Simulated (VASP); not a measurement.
Here is a VASP 6.6.1 calculation.

Contents of INCAR:

```
ALGO = Normal
EDIFF = 1E-6
ENCUT = 520
GGA = PE
ISIF = 2
ISMEAR = 0
LASPH = T
LCHARG = F
LREAL = F
LWAVE = F
NBANDS = 18
NELM = 60
PREC = Accurate
SIGMA = 0.05
```

The input KPOINTS:

```
k-points
0
Gamma
  10 10 10
```

Contents of POSCAR:

```
BiTe
1.0
    3.9133058495      0.0000000000      0.0000000000
    0.0000000000      3.9133058495      0.0000000000
    0.0000000000      0.0000000000      3.9133058495
Bi Te
1 1
Direct
    0.0000000000      0.0000000000      0.0000000000
    0.5000000000      0.5000000000      0.5000000000
```

Potentials or basis: VASP PAW PBE potentials, release 64 (Bi_d, Te).

Launch:

```sh
$ cat potpaw_PBE.64/Bi_d/POTCAR potpaw_PBE.64/Te/POTCAR > POTCAR
$ mpirun -np 1 vasp_std > vasp.out
```

Estimate the pressure.

0.2 GPa.
